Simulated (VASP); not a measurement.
# KBr (Fm-3m) in VASP: a series of runs, part 2 of 2

VASP 6.6.1.

## 3. Single point, r2SCAN

POSCAR

```
KBr
1.0
    0.0000000000      3.2925000000      3.2925000000
    3.2925000000      0.0000000000      3.2925000000
    3.2925000000      3.2925000000      0.0000000000
K Br
1 1
Direct
    0.0000000000      0.0000000000      0.0000000000
    0.5000000000      0.5000000000      0.5000000000
```

INCAR.step1

```
SYSTEM = KBr
ALGO = Normal
EDIFF = 1E-4
ENCUT = 520
GGA = PE
ISMEAR = 0
LASPH = .TRUE.
LCHARG = .FALSE.
LREAL = .FALSE.
LWAVE = .TRUE.
NBANDS = 15
NELM = 60
PREC = Accurate
SIGMA = 0.05
```

INCAR.step2

```
SYSTEM = KBr
ALGO = Normal
EDIFF = 1E-6
ENCUT = 520
ISIF = 2
ISMEAR = 0
ISTART = 1
LASPH = .TRUE.
LCHARG = .TRUE.
LELF = .TRUE.
LMIXTAU = .TRUE.
LREAL = .FALSE.
LVHAR = .TRUE.
LWAVE = .FALSE.
METAGGA = R2SCAN
NBANDS = 15
NELM = 60
PREC = Accurate
SIGMA = 0.05
```

KPOINTS

```
k-points
0
G
  8 8 8
  0 0 0
```

Potentials or basis: VASP PAW PBE potentials, release 64 (K_sv, Br).

Command:

```sh
> cat potpaw_PBE.64/K_sv/POTCAR potpaw_PBE.64/Br/POTCAR > POTCAR
> cp INCAR.step1 INCAR
> mpirun -np 1 vasp_std > vasp.out
> cp INCAR.step2 INCAR
> mpirun -np 1 vasp_std > vasp.out
```

OUTCAR:

```text
SYSTEM = KBr
   EDIFF = 1E-6
   ENCUT = 520
   ISIF = 2
   ISMEAR = 0
   ISTART = 1
   LASPH = .TRUE.
   LREAL = .FALSE.
   METAGGA = R2SCAN
   NELM = 60
   PREC = Accurate

 ion  position               nearest neighbor table
   1  0.000  0.000  0.000-   2 3.29   2 3.29   2 3.29   2 3.29   2 3.29   2 3.29
   2  0.500  0.500  0.500-   1 3.29   1 3.29   1 3.29   1 3.29   1 3.29   1 3.29

  LATTYP: Found a face centered cubic cell.
 ALAT       =     6.5850000000

  Lattice vectors:

 A1 = (   0.0000000000,   3.2925000000,   3.2925000000)
 A2 = (   3.2925000000,   0.0000000000,   3.2925000000)
 A3 = (   3.2925000000,   3.2925000000,   0.0000000000)

Analysis of symmetry for initial positions (statically):
[... 33 lines left out ...]
                                     Primitive cell

  volume of cell :      71.3851

  direct lattice vectors                    reciprocal lattice vectors
     0.000000000  3.292500000  3.292500000    -0.151860289  0.151860289  0.151860289
     3.292500000  0.000000000  3.292500000     0.151860289 -0.151860289  0.151860289
     3.292500000  3.292500000  0.000000000     0.151860289  0.151860289 -0.151860289

  length of vectors
     4.656298154  4.656298154  4.656298154     0.263029735  0.263029735  0.263029735

  position of ions in fractional coordinates (direct lattice)
     0.000000000  0.000000000  0.000000000
     0.500000000  0.500000000  0.500000000

  ion indices of the primitive-cell ions
   primitive index   ion index
                 1           1
                 2           2

----------------------------------------------------------------------------------------

 KPOINTS: k-points

Automatic generation of k-mesh.
 Grid dimensions read from file:
 generate k-points for:    8    8    8

 Generating k-lattice:

  Cartesian coordinates                     Fractional coordinates (reciprocal lattice)
    -0.018982536  0.018982536  0.018982536     0.125000000  0.000000000  0.000000000
     0.018982536 -0.018982536  0.018982536     0.000000000  0.125000000  0.000000000
     0.018982536  0.018982536 -0.018982536     0.000000000  0.000000000  0.125000000

  Length of vectors
     0.032878717  0.032878717  0.032878717

  Shift w.r.t. Gamma in fractional coordinates (k-lattice)
     0.000000000  0.000000000  0.000000000

 Subroutine IBZKPT returns following result:
 ===========================================

 Found     29 irreducible k-points:

 Following reciprocal coordinates:
            Coordinates               Weight
  0.000000  0.000000  0.000000      1.000000
  0.125000  0.000000  0.000000      8.000000
  0.250000  0.000000  0.000000      8.000000
  0.375000  0.000000  0.000000      8.000000
  0.500000  0.000000  0.000000      4.000000
  0.125000  0.125000  0.000000      6.000000
[... 16 lines left out ...]
  0.500000  0.250000  0.125000     48.000000
 -0.375000  0.250000  0.125000     24.000000
 [... further k-points ...]
   k-points           NKPTS =     29   k-points in BZ     NKDIM =     29   number of bands    NBANDS=     15
   number of dos      NEDOS =    301   number of ions     NIONS =      2
   total plane-waves  NPLWV =  46656
   dimension x,y,z NGX =    36 NGY =   36 NGZ =   36
   dimension x,y,z NGXF=    72 NGYF=   72 NGZF=   72
   ions per type =               1   1
   NGX,Y,Z   is equivalent  to a cutoff of  12.85, 12.85, 12.85 a.u.
   NGXF,Y,Z  is equivalent  to a cutoff of  25.71, 25.71, 25.71 a.u.
 SYSTEM =  KBr
   PREC   = accura    normal or accurate (medium, high low for compatibility)
   ISTART =      1    job   : 0-new  1-cont  2-samecut
   ICHARG =      0    charge: 1-file 2-atom 10-const
   ISPIN  =      1    spin polarized calculation?
   LNONCOLLINEAR =      F non collinear calculations
   LSORBIT =      F    spin-orbit coupling
   LASPH  =      T    aspherical Exc in radial PAW
   ENCUT  =  520.0 eV  38.22 Ry    6.18 a.u.   8.66  8.66  8.66*2*pi/ulx,y,z
   NELM   =     60;   NELMIN=  2; NELMDL=  0     # of ELM steps
   EDIFF  = 0.1E-05   stopping-criterion for ELM
   LREAL  =      F    real-space projection
   EDIFFG = 0.1E-04   stopping-criterion for IOM
   NSW    =      0    number of steps for IOM
   IBRION =     -1    ionic relax: 0-MD 1-quasi-New 2-CG
   NFREE  =      0    steps in history (QN), initial steepest desc. (CG)
   ISIF   =      2    stress and relaxation
   ISYM   =      2    0-nonsym 1-usesym 2-fastsym
   POTIM  = 0.5000    time-step for ionic-motion
   TEBEG  =    0.0;   TEEND  =   0.0 temperature during run
   PSTRESS=    0.0 pullay stress
   NELECT =      16.0000    total number of electrons
   NUPDOWN=      -1.0000    fix difference up-down
   EMIN   =  10.00;   EMAX   =-10.00  energy-range for DOS
   EFERMI =   0.00;   METHOD = LEGACY
   ISMEAR =     0;   SIGMA  =   0.05  broadening in eV -4-tet -1-fermi 0-gaus
   EFERMI_NEDOS =   21; number of points for ismear=-14 and -15
   IALGO  =     38    algorithm
   IMIX   =      4    mixing-type and parameters
     AMIX     =   0.40;   BMIX     =  1.00
     AMIX_MAG =   1.60;   BMIX_MAG =  1.00
  volume/ion in A,a.u.               =      35.69       240.87
  Fermi-wavevector in a.u.,A,eV,Ry     =   0.994441  1.879221 13.454978  0.988913
  Thomas-Fermi vector in A             =   2.126392
   LORBIT       =      0    0 simple, 1 ext, 2 COOP (PROOUT), +10 PAW based schemes
   METAGGA = R2SCAN    functional components
   LHFCALC =     F    Hartree Fock is set to
   AEXX    =    0.0000 exact exchange contribution
   IVDW    =     0    specifies the selected vdW correction
   LEPSILON=     F    determine dielectric tensor
   LRPA    =     F    only Hartree local field effects (RPA)
 non-spin polarized calculation
 Gauss-broadening in eV      SIGMA  =   0.05
  energy-cutoff  :      520.00
  volume of cell :       71.39
 maximum number of plane-waves:      1936
   NGX = 17   NGY = 17   NGZ = 17

 number of electron      15.9999998 magnetization

 Free energy of the ion-electron system (eV)
  ---------------------------------------------------
  ext. energy  EPLUGINS =         0.00000000
  ---------------------------------------------------
  free energy    TOTEN  =       -23.24814297 eV

  energy without entropy =      -23.24814297  energy(sigma->0) =      -23.24814297

 E-fermi :  -1.9148     XC(G=0):  -7.7785

 val. band max:       -2.1217200241   @ k =   0.0000   0.0000   0.0000
 cond. band min:       2.9773113879   @ k =   0.0000   0.0000   0.0000
 fundamental gap:      5.0990314120
 Fermi energy:        -1.9148037104

 k-point     1 :       0.0000    0.0000    0.0000
  band No.  band energies     occupation
      1     -30.9897      2.00000
      2     -14.8584      2.00000
      3     -13.6964      2.00000
      4     -13.6964      2.00000
      5     -13.6964      2.00000
      6      -2.1217      2.00000
      7      -2.1217      2.00000
      8      -2.1217      2.00000
      9       2.9773      0.00000
     10       6.1149      0.00000
     11       6.1149      0.00000
     12       6.1149      0.00000
     13       7.1000      0.00000
     14       7.1000      0.00000
     15       9.9514      0.00000

 k-point     2 :       0.1250    0.0000    0.0000
  band No.  band energies     occupation
      1     -30.9889      2.00000
      2     -14.8876      2.00000
      3     -13.6971      2.00000
      4     -13.6971      2.00000
      5     -13.6557      2.00000
      6      -2.3391      2.00000
      7      -2.1739      2.00000
      8      -2.1739      2.00000
      9       3.3681      0.00000
     10       5.9852      0.00000
     11       6.3098      0.00000
     12       6.3098      0.00000
     13       7.3125      0.00000
     14       7.3125      0.00000
     15      10.5640      0.00000
[... 365 lines left out ...]
      3     -13.7298      2.00000
      4     -13.7100      2.00000
      5     -13.5401      2.00000
      6      -3.0438      2.00000
      7      -2.5205      2.00000
      8      -2.4488      2.00000
      9       5.2983      0.00000
     10       5.8356      0.00000
     11       7.6339      0.00000
     12       8.0496      0.00000
     13       8.4437      0.00000
     14       8.8863      0.00000
     15       9.8526      0.00000

 k-point    24 :      -0.3750    0.2500    0.1250
  band No.  band energies     occupation
      1     -30.9832      2.00000
      2     -14.9463      2.00000
      3     -13.7305      2.00000
      4     -13.7158      2.00000
      5     -13.5298      2.00000
      6      -3.0870      2.00000
      7      -2.5938      2.00000
      8      -2.4823      2.00000
      9       5.4611      0.00000
     10       6.2723      0.00000
     11       7.6546      0.00000
     12       8.0066      0.00000
     13       8.7460      0.00000
     14       9.2984      0.00000
     15       9.7731      0.00000

 [... further k-points ...]
[... 5 lines left out ...]
  --------------------------------------------------------------------------------------
  -------------------------------------------------------------------------------------
  Total        0.0783191      0.0783191      0.0783191     -0.0000000      0.0000000      0.0000000
  in kB        1.7578067      1.7578067      1.7578067     -0.0000000      0.0000000      0.0000000
  external PRESSURE =       1.7578067 kB  Pullay stress =       0.0000000 kB

 VOLUME and BASIS-vectors are now :
 -----------------------------------------------------------------------------
  energy-cutoff  :      520.00
  volume of cell :       71.39
      direct lattice vectors                 reciprocal lattice vectors
     0.000000000  3.292500000  3.292500000    -0.151860289  0.151860289  0.151860289
     3.292500000  0.000000000  3.292500000     0.151860289 -0.151860289  0.151860289
     3.292500000  3.292500000  0.000000000     0.151860289  0.151860289 -0.151860289

 POSITION                                       TOTAL-FORCE (eV/Angst)
 -----------------------------------------------------------------------------------
      0.00000      0.00000      0.00000         0.000000     -0.000000      0.000000
      3.29250      3.29250      3.29250        -0.000000      0.000000     -0.000000
 -----------------------------------------------------------------------------------
    total drift:                                0.000000      0.000000      0.000000

  FREE ENERGIE OF THE ION-ELECTRON SYSTEM (eV)
  ---------------------------------------------------
  free  energy   TOTEN  =       -23.2481429736 eV

  energy  without entropy=      -23.2481429736  energy(sigma->0) =      -23.24814297
```

Wall time 57 s (1 thread of Intel Xeon 6975P-C (Granite Rapids), shared host); peak memory 0.22 GiB.

Results:

```
Free energy            : -23.2481 eV
Pressure               : 0.2 GPa
Band gap on the k mesh : 5.10 eV, direct
```

Levels at points of the mesh, in eV from the valence-band top:
```tsv
k point	band 5	band 6	band 7	band 8	band 9	band 10	band 11	band 12
(0.00, 0.00, 0.00)	-11.57	0.00	0.00	0.00	5.10	8.24	8.24	8.24
(0.50, 0.00, 0.00)	-11.32	-1.18	-0.33	-0.33	7.15	8.90	10.55	10.55
(0.50, 0.50, 0.00)	-11.61	-0.83	-0.29	-0.29	6.35	8.06	10.18	10.22
```

Caveat: the PAW data sets were made with another functional, which shifts forces and pressure a little. r2SCAN opens gaps a little over a GGA but as a rule still falls short of measured ones.
